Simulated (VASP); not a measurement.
SnO2: single point with PBEsol

SnO2:

```
CELL_PARAMETERS angstrom
-2.00550 2.00550 5.12274
2.00550 -2.00550 5.12274
2.00550 2.00550 -5.12274
ATOMIC_POSITIONS crystal
Sn 0.75000 0.25000 0.50000
Sn 0.00000 0.00000 0.00000
O 0.71217 0.71217 0.00000
O 0.95292 0.45292 0.50000
O 0.20292 0.20292 0.00000
O 0.54708 0.04708 0.50000
```

This cell differs from its parent crystal: atom 3 (O) moved by -0.000 Å along [0 1 0] and -0.870 Å along [0 0 1].

```
Program                : VASP 6.6.1
Task                   : single point
Functional             : PBEsol
Potentials or basis    : VASP PAW PBE potentials, release 64 (Sn_d, O)
Cutoff                 : 520 eV
k mesh                 : 10 × 10 × 10
Occupations            : gaussian, width 0.05 eV
Spin                   : no spin polarisation
Dipole correction      : no
Further INCAR settings : ALGO = Normal; EDIFF = 1e-06; NBANDS = 35
```

```
Pressure               : -0.6 GPa
Largest force          : 2.740 eV/Å
Band gap on the k mesh : zero (band 26 reaches 5.10 eV, above the bottom of band 27 at 4.82 eV)
```

Forces on the atoms (eV/Å):
```
Sn   0.000  0.000 -1.025
Sn   0.000  0.000  1.617
O    0.000  0.000  2.740
O    0.000  0.000 -1.190
O    0.000  0.000 -0.063
O    0.000  0.000 -2.079
```

Stress tensor (GPa, compression positive):
```
-0.10  0.00  0.00
 0.00 -0.31  0.00
 0.00  0.00 -1.39
```

Levels at points of the mesh, in eV from the Fermi level:
```
           k point  band 22  band 23  band 24  band 25  band 26  band 27  band 28  band 29  band 30  band 31
(0.00, 0.00, 0.00)    -2.30    -1.92    -1.60    -1.26    -0.71    -0.28     3.27     6.89     7.99     8.51
(0.50, 0.00, 0.00)    -2.04    -1.70    -1.65    -1.58    -1.34     1.36     4.42     5.75     7.76     8.69
(0.00, 0.50, 0.00)    -2.60    -2.10    -1.65    -1.03    -0.97     2.99     4.15     5.32     7.57     8.14
(0.50, 0.50, 0.00)    -2.15    -1.87    -1.33    -0.89     0.00     3.71     4.19     5.62     6.15     7.44
(0.50, 0.50, 0.50)    -2.51    -2.06    -1.68    -1.26    -0.69     0.36     3.01     5.28     8.00     8.64
```

It took 20 min on 1 thread of Oxide Virtual Turin-like Processor, with other jobs on the host, peak memory 0.56 GiB.

Caveat: the cell differs from its parent crystal (atom 3 (O) moved by -0.000 Å along [0 1 0] and -0.870 Å along [0 0 1]); the PAW data sets were made with another functional, which shifts forces and pressure a little; spin-orbit coupling is left out, which moves the levels of the heavy elements.
